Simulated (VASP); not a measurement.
Sr3Ga: single point with PBE

Sr3Ga:

```
CELL_PARAMETERS angstrom
-2.81911 2.81911 4.84251
2.81911 -2.81911 4.84251
2.81911 2.81911 -4.84251
ATOMIC_POSITIONS crystal
Sr 0.50000 0.50000 0.00000
Sr 0.25000 0.75000 0.50000
Sr 0.75000 0.25000 0.50000
Ga 0.00000 0.00000 0.00000
```

```yaml
Program: VASP 6.6.1
Task: single point
Functional: PBE
Potentials_or_basis: VASP PAW PBE potentials, release 64 (Sr_sv, Ga_d)
Cutoff: 520 eV
k_mesh: 6 × 6 × 6
Occupations: gaussian, width 0.1 eV
Spin: no spin polarisation
```

| Property | Result |
| --- | --- |
| Pressure | 0.0 GPa |
| Band gap on the k mesh | zero (an odd number of electrons rules out a gap without spin polarisation) |

Stress tensor (GPa, compression positive):
```
 0.04  0.00  0.00
 0.00  0.04  0.00
 0.00  0.00 -0.04
```

Levels at points of the mesh, in eV from the Fermi level:
```csv
k point,band 19,band 20,band 21,band 22,band 23,band 24
"(0.00, 0.00, 0.00)",-1.14,-0.66,-0.32,-0.32,0.36,0.40
"(0.50, 0.00, 0.00)",-2.47,-0.84,-0.44,0.25,0.60,0.96
"(0.50, 0.50, 0.00)",-1.89,-0.81,-0.68,-0.35,-0.31,1.40
"(0.50, 0.50, 0.50)",-2.50,-1.02,-0.22,0.21,0.21,0.89
```

Run time: 5 min on 1 thread of Intel(R) Xeon(R) 6975P-C (Granite Rapids), on a shared host, peak memory 0.38 GiB.
